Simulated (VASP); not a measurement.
# Si (I4_1/amd) in VASP: single point with PBE0

Aim: the single point of Si with PBE0.

Program: VASP 6.6.1. These are calculated values, not measurements. Logs are shortened: lines on timing, memory, paths and dates and some standing lists are left out, and cuts for length are marked.

## 1. The cell of the first run

The structure is tetragonal, space group I4_1/amd (No. 141). The conventional cell has a = 4.646 Å, b = 4.646 Å, c = 2.604 Å, α = 90.00°, β = 90.00°, γ = 90.00°. Within 3.2 Å of Si (site symmetry -4m2) lie 10 Si at 2.41 to 3.03 Å.

## 2. Single point, PBE0

File POSCAR:

```
Si
1.0
   -2.3229633681      2.3229633681      1.3021299107
    2.3229633681     -2.3229633681      1.3021299107
    2.3229633681      2.3229633681     -1.3021299107
Si
2
Direct
    0.5000000000      0.5000000000      0.0000000000
    0.2500000000      0.7500000000      0.5000000000
```

File INCAR.step1:

```
SYSTEM = Si
PREC     = Accurate       ! precision mode
ENCUT    = 520            ! plane-wave cutoff, eV
EDIFF    = 1E-5           ! SCF threshold, eV
ISMEAR   = -1             ! smearing method
SIGMA    = 0.05           ! smearing width, eV
LREAL    = .False.        ! projectors in reciprocal space
LASPH    = .True.         ! aspherical terms in the spheres
NELM     = 60             ! most SCF steps
ALGO     = Normal         ! electronic algorithm
ISIF     = 2              ! what is computed and relaxed
LWAVE    = .True.         ! write WAVECAR
GGA      = PE             ! functional
NBANDS   = 11             ! bands
```

File INCAR.step2:

```
SYSTEM = Si
PREC     = Accurate       ! precision mode
ENCUT    = 520            ! plane-wave cutoff, eV
EDIFF    = 1E-6           ! SCF threshold, eV
ISMEAR   = -1             ! smearing method
SIGMA    = 0.05           ! smearing width, eV
LREAL    = .False.        ! projectors in reciprocal space
LASPH    = .True.         ! aspherical terms in the spheres
NELM     = 60             ! most SCF steps
ALGO     = Normal         ! electronic algorithm
ISIF     = 2              ! what is computed and relaxed
LWAVE    = .False.        ! write WAVECAR
LCHARG   = .True.         ! write CHGCAR
GGA      = PE             ! functional
LHFCALC  = .True.         ! exact exchange
AEXX     = 0.25           ! exact-exchange fraction
PRECFOCK = Normal       
LELF     = .True.         ! ELF
LVHAR    = .True.       
ISTART   = 1            
NBANDS   = 11             ! bands
```

File KPOINTS:

```
regular mesh
0
Gamma
  8 8 8
  0 0 0
```

Potentials or basis: VASP PAW PBE potentials, release 64 (Si).

Started as:

```
cat potpaw_PBE.64/Si/POTCAR > POTCAR
cp INCAR.step1 INCAR
mpirun -np 1 vasp_std > vasp.out
cp INCAR.step2 INCAR
mpirun -np 1 vasp_std > vasp.out
```

OUTCAR:

```text
SYSTEM = Si
   PREC = Accurate
   ENCUT = 520
   EDIFF = 1E-6
   ISMEAR = -1
   LREAL = .False.
   LASPH = .True.
   NELM = 60
   ISIF = 2
   GGA = PE
   LHFCALC = .True.
   AEXX = 0.25
   PRECFOCK = Normal
   ISTART = 1

 ion  position               nearest neighbor table
   1  0.500  0.500  0.000-   2 2.41   2 2.41   2 2.41   2 2.41   2 3.03   2 3.03   2 3.03   2 3.03

   2  0.250  0.750  0.500-   1 2.41   1 2.41   1 2.41   1 2.41   1 3.03   1 3.03   1 3.03   1 3.03

  LATTYP: Found a body centered tetragonal cell.
 ALAT       =     4.6459267362
 C/A-ratio  =     0.5605468982

  Lattice vectors:

 A1 = (  -2.3229633681,   2.3229633681,   1.3021299107)
 A2 = (   2.3229633681,  -2.3229633681,   1.3021299107)
 A3 = (   2.3229633681,   2.3229633681,  -1.3021299107)

Analysis of symmetry for initial positions (statically):
=====================================================================
 Subroutine PRICEL returns:
 Original cell was already a primitive cell.

 Routine SETGRP: Setting up the symmetry group for a
 body centered tetragonal supercell.

 Subroutine GETGRP returns: Found 16 space group operations
 (whereof  8 operations were pure point group operations)
 out of a pool of 16 trial point group operations.

The static configuration has the point symmetry D_2d.
 The point group associated with its full space group is D_4h.

Analysis of symmetry for dynamics (positions and initial velocities):
=====================================================================
 Subroutine PRICEL returns:
 Original cell was already a primitive cell.

 Routine SETGRP: Setting up the symmetry group for a
 body centered tetragonal supercell.

 Subroutine GETGRP returns: Found 16 space group operations
 (whereof  8 operations were pure point group operations)
 out of a pool of 16 trial point group operations.

The dynamic configuration has the point symmetry D_2d.
 The point group associated with its full space group is D_4h.

 Subroutine INISYM returns: Found 16 space group operations
 (whereof  8 operations are pure point group operations),
 and found     1 'primitive' translations

----------------------------------------------------------------------------------------

                                     Primitive cell

  volume of cell :      28.1060

  direct lattice vectors                    reciprocal lattice vectors
    -2.322963368  2.322963368  1.302129911     0.000000000  0.215242309  0.383986264
     2.322963368 -2.322963368  1.302129911     0.215242309  0.000000000  0.383986264
     2.322963368  2.322963368 -1.302129911     0.215242309  0.215242309  0.000000000

  length of vectors
     3.533816623  3.533816623  3.533816623     0.440198481  0.440198481  0.304398593

  position of ions in fractional coordinates (direct lattice)
     0.500000000  0.500000000  0.000000000
     0.250000000  0.750000000  0.500000000

  ion indices of the primitive-cell ions
   primitive index   ion index
                 1           1
                 2           2

----------------------------------------------------------------------------------------

 KPOINTS: regular mesh

Automatic generation of k-mesh.
 Grid dimensions read from file:
 generate k-points for:    8    8    8

 Generating k-lattice:

  Cartesian coordinates                     Fractional coordinates (reciprocal lattice)
     0.000000000  0.026905289  0.047998283     0.125000000  0.000000000  0.000000000
     0.026905289  0.000000000  0.047998283     0.000000000  0.125000000  0.000000000
     0.026905289  0.026905289  0.000000000     0.000000000  0.000000000  0.125000000

  Length of vectors
     0.055024810  0.055024810  0.038049824

  Shift w.r.t. Gamma in fractional coordinates (k-lattice)
     0.000000000  0.000000000  0.000000000

 Subroutine IBZKPT returns following result:
 ===========================================

 Found     59 irreducible k-points:

 Following reciprocal coordinates:
            Coordinates               Weight
  0.000000  0.000000  0.000000      1.000000
  0.125000 -0.000000  0.000000      8.000000
  0.250000 -0.000000  0.000000      8.000000
  0.375000 -0.000000  0.000000      8.000000
  0.500000 -0.000000  0.000000      4.000000
  0.125000  0.125000  0.000000      8.000000
[... 16 lines left out ...]
  0.250000  0.125000  0.125000     16.000000
  0.375000  0.125000  0.125000      8.000000
 [... further k-points ...]
   k-points           NKPTS =     59   k-points in BZ     NKDIM =    512   number of bands    NBANDS=     11
   number of dos      NEDOS =    301   number of ions     NIONS =      2
   total plane-waves  NPLWV =  21952
   dimension x,y,z NGX =    28 NGY =   28 NGZ =   28
   dimension x,y,z NGXF=    56 NGYF=   56 NGZF=   56
   ions per type =               2
   NGX,Y,Z   is equivalent  to a cutoff of  13.17, 13.17, 13.17 a.u.
   NGXF,Y,Z  is equivalent  to a cutoff of  26.34, 26.34, 26.34 a.u.
 SYSTEM =  Si
   PREC   = accura    normal or accurate (medium, high low for compatibility)
   ISTART =      1    job   : 0-new  1-cont  2-samecut
   ICHARG =      0    charge: 1-file 2-atom 10-const
   ISPIN  =      1    spin polarized calculation?
   LNONCOLLINEAR =      F non collinear calculations
   LSORBIT =      F    spin-orbit coupling
   LASPH  =      T    aspherical Exc in radial PAW
   ENCUT  =  520.0 eV  38.22 Ry    6.18 a.u.   6.57  6.57  6.57*2*pi/ulx,y,z
   NELM   =     60;   NELMIN=  2; NELMDL=  0     # of ELM steps
   EDIFF  = 0.1E-05   stopping-criterion for ELM
   LREAL  =      F    real-space projection
   EDIFFG = 0.1E-04   stopping-criterion for IOM
   NSW    =      0    number of steps for IOM
   IBRION =     -1    ionic relax: 0-MD 1-quasi-New 2-CG
   NFREE  =      0    steps in history (QN), initial steepest desc. (CG)
   ISIF   =      2    stress and relaxation
   ISYM   =      3    0-nonsym 1-usesym 2-fastsym
   POTIM  = 0.5000    time-step for ionic-motion
   TEBEG  =    0.0;   TEEND  =   0.0 temperature during run
   PSTRESS=    0.0 pullay stress
   NELECT =       8.0000    total number of electrons
   NUPDOWN=      -1.0000    fix difference up-down
   EMIN   =  10.00;   EMAX   =-10.00  energy-range for DOS
   EFERMI =   0.00;   METHOD = LEGACY
   ISMEAR =    -1;   SIGMA  =   0.05  broadening in eV -4-tet -1-fermi 0-gaus
   EFERMI_NEDOS =   21; number of points for ismear=-14 and -15
   IALGO  =     38    algorithm
   IMIX   =      1    mixing-type and parameters
     AMIX     =   0.40;   BMIX     =  1.00
     AMIX_MAG =   1.60;   BMIX_MAG =  1.00
  volume/ion in A,a.u.               =      14.05        94.83
  Fermi-wavevector in a.u.,A,eV,Ry     =   1.076891  2.035029 15.778603  1.159695
  Thomas-Fermi vector in A             =   2.212788
   LORBIT       =      0    0 simple, 1 ext, 2 COOP (PROOUT), +10 PAW based schemes
   GGA     = PE    functional components
   LHFCALC =     T    Hartree Fock is set to
   PRECFOCK=normal    Normal, Fast or Accurate (Low or Medium for compatibility)
   ENCUT4O =  -1.0   cutoff for four orbital integrals eV
   NKREDX  =     1    reduce k-point grid by
   NKREDY  =     1    reduce k-point grid by
   NKREDZ  =     1    reduce k-point grid by
   AEXX    =    0.2500 exact exchange contribution
   HFSCREEN=    0.0000 screening length (either q_TF or 0.3 A-1)
   HFSCREENC=   0.0000 screening length for correlation (either q_TF or 0.3 A-1)
   ENCUTFOCK=  -1.0 apply spherical cutoff to Coloumb kernel
   IVDW    =     0    specifies the selected vdW correction
   LEPSILON=     F    determine dielectric tensor
   LRPA    =     F    only Hartree local field effects (RPA)
 non-spin polarized calculation
  energy-cutoff  :      520.00
  volume of cell :       28.11
 maximum number of plane-waves:       770
 NGX is ok and might be reduce to    28
  NGX = 20; NGY = 20; NGZ = 20

 number of electron       8.0000000 magnetization

 Free energy of the ion-electron system (eV)
  ---------------------------------------------------
  ext. energy  EPLUGINS =         0.00000000
  ---------------------------------------------------
  free energy    TOTEN  =       -12.68310131 eV

  energy without entropy =      -12.68241184  energy(sigma->0) =      -12.68275658

 E-fermi :  10.2121     XC(G=0):  -8.8450

 val. band max:       10.0078795117   @ k =   0.3750   0.2500   0.0000
 cond. band min:      10.3825648142   @ k =   0.5000   0.2500   0.1250
 fundamental gap:      0.3746853025
 Fermi energy:        10.2120947801

 k-point     1 :       0.0000    0.0000    0.0000
  band No.  band energies     occupation
      1      -6.5996      2.00000
      2       6.7438      2.00000
      3       6.7438      2.00000
      4       8.2794      2.00000
      5      12.0744      0.00000
      6      19.2042      0.00000
      7      21.3014      0.00000
      8      21.3014      0.00000
      9      21.3917      0.00000
     10      22.0084      0.00000
     11      22.9001      0.00000

 k-point     2 :       0.1250   -0.0000    0.0000
  band No.  band energies     occupation
      1      -6.1175      2.00000
      2       5.9777      2.00000
      3       6.5418      2.00000
      4       9.9220      1.99397
      5      13.1542      0.00000
      6      16.9018      0.00000
      7      17.4558      0.00000
      8      19.8173      0.00000
      9      19.9445      0.00000
     10      20.8958      0.00000
     11      23.2558      0.00000

 k-point     3 :       0.2500   -0.0000    0.0000
  band No.  band energies     occupation
      1      -4.6753      2.00000
      2       5.6006      2.00000
      3       6.4857      2.00000
      4      10.6758      0.00019
      5      13.5879      0.00000
      6      14.5795      0.00000
      7      15.1017      0.00000
      8      17.0188      0.00000
      9      17.8189      0.00000
     10      18.9503      0.00000
     11      23.9888      0.00000
[... 267 lines left out ...]
 k-point    23 :       0.2500    0.1250    0.1250
  band No.  band energies     occupation
      1      -1.8326      2.00000
      2       3.5114      2.00000
      3       5.8505      2.00000
      4       7.4190      2.00000
      5      11.4883      0.00000
      6      15.2394      0.00000
      7      15.9765      0.00000
      8      17.0963      0.00000
      9      17.6500      0.00000
     10      21.6154      0.00000
     11      22.7349      0.00000

 k-point    24 :       0.3750    0.1250    0.1250
  band No.  band energies     occupation
      1       1.1201      2.00000
      2       1.8819      2.00000
      3       4.8214      2.00000
      4       5.4150      2.00000
      5      12.1116      0.00000
      6      14.0981      0.00000
      7      16.5706      0.00000
      8      16.8926      0.00000
      9      19.6105      0.00000
     10      21.5927      0.00000
     11      24.0704      0.00000

 [... further k-points ...]

------------------------ aborting loop because EDIFF is reached ----------------------------------------

  FORCE on cell =-STRESS in cart. coord.  units (eV):
  Direction    XX          YY          ZZ          XY          YZ          ZX
  --------------------------------------------------------------------------------------
  -------------------------------------------------------------------------------------
  Total        1.7520310      1.7520310      1.5879719      0.0000000      0.0000000      0.0000000
  in kB       99.8742081     99.8742081     90.5220456      0.0000000      0.0000000      0.0000000
  external PRESSURE =      96.7568206 kB  Pullay stress =       0.0000000 kB

 VOLUME and BASIS-vectors are now :
 -----------------------------------------------------------------------------
  energy-cutoff  :      520.00
  volume of cell :       28.11
      direct lattice vectors                 reciprocal lattice vectors
    -2.322963368  2.322963368  1.302129911     0.000000000  0.215242309  0.383986264
     2.322963368 -2.322963368  1.302129911     0.215242309  0.000000000  0.383986264
     2.322963368  2.322963368 -1.302129911     0.215242309  0.215242309  0.000000000

 POSITION                                       TOTAL-FORCE (eV/Angst)
 -----------------------------------------------------------------------------------
      0.00000      0.00000      1.30213         0.000000      0.000000     -0.000000
      2.32296      0.00000      0.65106        -0.000000     -0.000000      0.000000
 -----------------------------------------------------------------------------------
    total drift:                                0.000000      0.000000     -0.000000

  FREE ENERGIE OF THE ION-ELECTRON SYSTEM (eV)
  ---------------------------------------------------
  free  energy   TOTEN  =       -12.6831013104 eV

  energy  without entropy=      -12.6824118443  energy(sigma->0) =      -12.68275658
```

Wall time 1.7 h (1 thread of Oxide Virtual Turin-like, shared host); peak memory 0.15 GiB.

Results:

| Item | Value |
| --- | --- |
| Free energy | -12.6831 eV |
| Pressure | 9.7 GPa |
| Band gap on the k mesh | zero (bands 4 and 5 overlap by 7.08 eV) |

Stress tensor (GPa, compression positive):
```
9.99 0.00 0.00
0.00 9.99 0.00
0.00 0.00 9.05
```

Levels at points of the mesh, in eV from the Fermi level:
| k point | band 1 | band 2 | band 3 | band 4 | band 5 | band 6 | band 7 | band 8 | band 9 |
| --- | --- | --- | --- | --- | --- | --- | --- | --- | --- |
| (0.00, 0.00, 0.00) | -16.81 | -3.47 | -3.47 | -1.93 | 1.86 | 8.99 | 11.09 | 11.09 | 11.18 |
| (0.50, 0.00, 0.00) | -9.54 | -8.76 | -3.00 | -2.75 | -1.78 | 1.35 | 5.87 | 6.67 | 11.08 |
| (0.50, 0.50, 0.00) | -13.14 | -13.14 | 0.54 | 0.54 | 3.62 | 3.62 | 9.89 | 9.89 | 10.85 |
| (0.50, 0.50, 0.50) | -10.10 | -10.10 | -8.80 | -8.80 | 6.75 | 6.75 | 15.95 | 15.95 | 16.30 |

Caveat: the cell stands under pressure; the PAW data sets were made with another functional, which shifts forces and pressure a little.

The gap in the log of VASP goes by the Fermi energy; the results here count the filled bands.